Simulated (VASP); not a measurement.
Crystal: CuO.

```
Cu O
1.0
     3.28802    0.00000    0.00000
    -1.64401    2.84751    0.00000
     0.00000    0.00000    5.38502
Cu O
2 2
Direct
  0.66667 0.33333 0.00000
  0.33333 0.66667 0.50000
  0.66667 0.33333 0.62520
  0.33333 0.66667 0.12520
```

Base run:

```yaml
Program: VASP 6.6.1
Functional: PBEsol
Potentials_or_basis: VASP PAW PBE potentials, release 64 (Cu, O)
Cutoff: 520 eV
k_mesh: 9 × 9 × 5
Occupations: fermi-dirac, width 0.05 eV
Spin: no spin polarisation
```

Its results: band gap on the k mesh zero (bands 17 and 18 overlap by 1.33 eV); pressure -14.7 GPa; largest force 0.069 eV/Å.

**Question.** After a change of settings the same cell gave: band gap on the k mesh zero (bands 17 and 18 overlap by 0.99 eV); pressure -8.5 GPa; largest force 0.061 eV/Å. Which change was it?
A. functional from PBEsol to PBE; k mesh from 9 × 9 × 5 to 5 × 5 × 3
B. further incar settings from ALGO = Normal; EDIFF = 1e-06; NBANDS = 25 to ALGO = Normal; EDIFF = 1e-07; NBANDS = 25; hubbard terms from none to Cu d U = 5.3 eV
C. functional from PBEsol to r2SCAN; hubbard terms from none to Cu d U = 4.5 eV

**Answer.** A.

Caveats: some runs use coarse meshes; semilocal functionals often make such compounds metallic where correlation or magnetic order opens a gap, which also shifts bond lengths; the cell stands under tension (at least some runs); the PAW data sets were made with another functional, which shifts forces and pressure a little (at least some runs).
